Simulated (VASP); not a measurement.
SnSe:

```
Sn Se
1.0
     0.00000    3.00211    3.00211
     3.00211    0.00000    3.00211
     3.00211    3.00211    0.00000
Sn Se
1 1
Direct
  0.00000 0.00000 0.00000
  0.50000 0.50000 0.50000
```

Base run:

```yaml
Program: VASP 6.6.1
Functional: PBE
Potentials_or_basis: VASP PAW PBE potentials, release 64 (Sn_d, Se)
Cutoff: 520 eV
k_mesh: 8 × 8 × 8
Occupations: fermi-dirac, width 0.02 eV
Spin: no spin polarisation
```

Its results: band gap on the k mesh 0.62 eV, direct; pressure 1.3 GPa.

Question: The run is repeated on the same cell with these changes: functional from PBE to LDA; potentials or basis from VASP PAW PBE potentials, release 64 (Sn_d, Se) to VASP PAW LDA potentials, release 64 (Sn_d, Se). What comes out?

Answer: Band gap on the k mesh 0.66 eV, direct; pressure -2.9 GPa.

Caveats: spin-orbit coupling is left out, which moves the levels of the heavy elements.

A k mesh can miss the band edges.
